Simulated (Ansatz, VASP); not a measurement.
**Two plane-wave programs on Mo**

```xyz
1
Lattice="-1.5710 1.5710 1.4532 1.5710 -1.5710 1.4532 1.5710 1.5710 -1.4532" Properties=species:S:1:pos:R:3 pbc="T T T"
Mo    0.0000    0.0000    0.0000
```

Change from the starting cell: strain -0.0750 x Voigt [0, 0, 1, 0, 0, 0], atoms carried along.

Alike in both runs: task single point; functional PBEsol; k mesh 22 × 22 × 22; occupations gaussian, width 0.15 eV; no spin polarisation.

|  | VASP | Ansatz |
| --- | --- | --- |
| version | VASP 6.6.1 | Ansatz 0.2.0 |
| potentials or method | VASP PAW PBE potentials, release 64 (Mo_sv), cutoff 520 eV | scalar-relativistic, plane waves, PAW |
| valence electrons in the cell | 14 | 14 |

Ansatz gave:

* gap on the k mesh at the Fermi level (eV): none
* pressure (GPa): 22.1
* traceless stress, the component that is largest in VASP (GPa): 18.88

Question: Which values does VASP return?

Answer: gap on the k mesh at the Fermi level (eV): none; pressure (GPa): 22.9; traceless stress, the component that is largest in VASP (GPa): 18.88.

VASP's potentials were made for PBE, not for PBEsol. A gap of «none» marks a metal or a gap that the smearing closes.
